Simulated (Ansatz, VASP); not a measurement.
**Hg: VASP beside Ansatz**

```
Hg
1.0
    -3.34388    3.34388    3.34388
     3.34388   -3.34388    3.34388
     3.34388    3.34388   -3.34388
Hg
1
Direct
  0.00000 0.00000 0.00000
```

Alike in both runs: task single point; functional BLYP; k mesh 8 × 8 × 8; occupations fermi-dirac, width 0.1 eV; no spin polarisation.

```csv
,VASP,Ansatz
version,VASP 6.6.1,Ansatz 0.2.0
potentials or method,"VASP PAW PBE potentials, release 64 (Hg), cutoff 520 eV","plane waves (420 eV) with PAW, scalar-relativistic"
valence electrons in the cell,12,20
```

|  | VASP | Ansatz | Ansatz less VASP |
| --- | --- | --- | --- |
| pressure (GPa) | 0.0 | 0.0 | +0.01 |

VASP's potentials were made for PBE, not for BLYP. VASP's potentials hold 12 valence electrons a cell and Ansatz's 20, so a difference there can come from the potentials and not from the codes.

Neither program's run includes spin-orbit coupling.
